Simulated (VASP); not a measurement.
Set up this calculation in VASP 6.6.1, as the native input.

```yaml
Task: single point
Functional: PBE
Potentials_or_basis: VASP PAW PBE potentials, release 64 (Ag)
Cutoff: 520 eV
k_mesh: 18 × 18 × 18
Occupations: gaussian, width 0.1 eV
Spin: no spin polarisation
Dipole_correction: no
Further_INCAR_settings: ALGO = Fast; EDIFF = 1e-06; NBANDS = 12
```

The structure of Ag lies in POSCAR:

```
Ag
1.0
    0.0000000000      2.1405250415      2.1405250415
    2.1405250415      0.0000000000      2.1405250415
    2.1405250415      2.1405250415      0.0000000000
Ag
1
Direct
    0.0000000000      0.0000000000      0.0000000000
```

This cell differs from its parent crystal: volume scaled by 1.10.

One way to write it, as run:

INCAR

```
SYSTEM = Ag
ALGO     = Fast           ! electronic algorithm
EDIFF    = 1E-6           ! SCF threshold, eV
ENCUT    = 520            ! plane-wave cutoff, eV
GGA      = PE             ! functional
ISIF     = 2              ! what is computed and relaxed
ISMEAR   = 0              ! smearing method
LASPH    = .True.         ! aspherical terms in the spheres
LCHARG   = .False.        ! write CHGCAR
LREAL    = .False.        ! projectors in reciprocal space
LWAVE    = .False.        ! write WAVECAR
NBANDS   = 12             ! bands
NELM     = 100            ! most SCF steps
PREC     = Accurate       ! precision mode
SIGMA    = 0.1            ! smearing width, eV
```

KPOINTS

```
k-points
0
Gamma
  18 18 18
  0 0 0
```

Potentials or basis: VASP PAW PBE potentials, release 64 (Ag).

Launch:

```sh
$ cat potpaw_PBE.64/Ag/POTCAR > POTCAR
$ mpirun -np 1 vasp_std > vasp.out
```

It gave:

The pressure is -6.6 GPa.

Wall time 16 s on 1 thread of Intel Xeon 6975P-C, with other jobs on the host, peak memory 0.17 GiB.
